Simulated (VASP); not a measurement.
Wanted: the native input for a VASP 6.6.1 run.

| Property | Result |
| --- | --- |
| Task | relaxation of cell and atoms |
| Functional | PBEsol |
| Potentials or basis | VASP PAW PBE potentials, release 64 (Ag, Cl) |
| Cutoff | 600 eV |
| k mesh | 8 × 8 × 8 |
| Occupations | gaussian, width 0.01 eV |
| Spin | no spin polarisation |
| Target pressure | 7 GPa |
| Dipole correction | no |
| Further INCAR settings | ALGO = Normal; EDIFF = 1e-06; IBRION = 2; EDIFFG = -0.002; NSW = 100; ISIF = 3 |

The structure of AgCl lies in POSCAR:

```
AgCl
1.0
    0.0000000000      2.7237519381      2.7237519381
    2.7237519381      0.0000000000      2.7237519381
    2.7237519381      2.7237519381      0.0000000000
Ag Cl
1 1
Direct
    0.0000000000      0.0000000000      0.0000000000
    0.5000000000      0.5000000000      0.5000000000
```

The input as run:

INCAR

```
SYSTEM = AgCl
ALGO = Normal
EDIFF = 1E-6
EDIFFG = -0.002
ENCUT = 600
GGA = PS
IBRION = 2
ISIF = 3
ISMEAR = 0
LASPH = .TRUE.
LCHARG = .FALSE.
LREAL = .FALSE.
LWAVE = .FALSE.
NELM = 60
NSW = 100
PREC = Accurate
PSTRESS = 70.0
SIGMA = 0.01
```

KPOINTS

```
k-points
0
G
  8 8 8
  0 0 0
```

Potentials or basis: VASP PAW PBE potentials, release 64 (Ag, Cl).

Command:

```sh
$ cat potpaw_PBE.64/Ag/POTCAR potpaw_PBE.64/Cl/POTCAR > POTCAR
$ mpirun -np 1 vasp_std > vasp.out
```

It gave:

```
Relaxed volume                                             : 18.35 Å³/atom
Relaxed cell                                               : a = 3.730 Å, b = 3.730 Å, c = 3.730 Å, α = 60.00°, β = 60.00°, γ = 60.00°
Space group after relaxing (to 0.1 Å)                      : Fm-3m (No. 225)
Energy change on relaxing (the run minimises the enthalpy) : +36.3 meV/atom
Ionic steps                                                : 3
Pressure after relaxing                                    : 7.0 GPa
Band gap on the k mesh                                     : 0.75 eV (least direct gap 3.57 eV)
```

Caveat: the cell is relaxed towards a set pressure, so the run minimises the enthalpy, not the energy; semilocal functionals underestimate gaps, and a narrow one can read as zero; the PAW data sets were made with another functional, which shifts forces and pressure a little.

Run time: 42 s on 1 thread of Intel Xeon 8259CL, with other jobs on the host, peak memory 0.19 GiB.
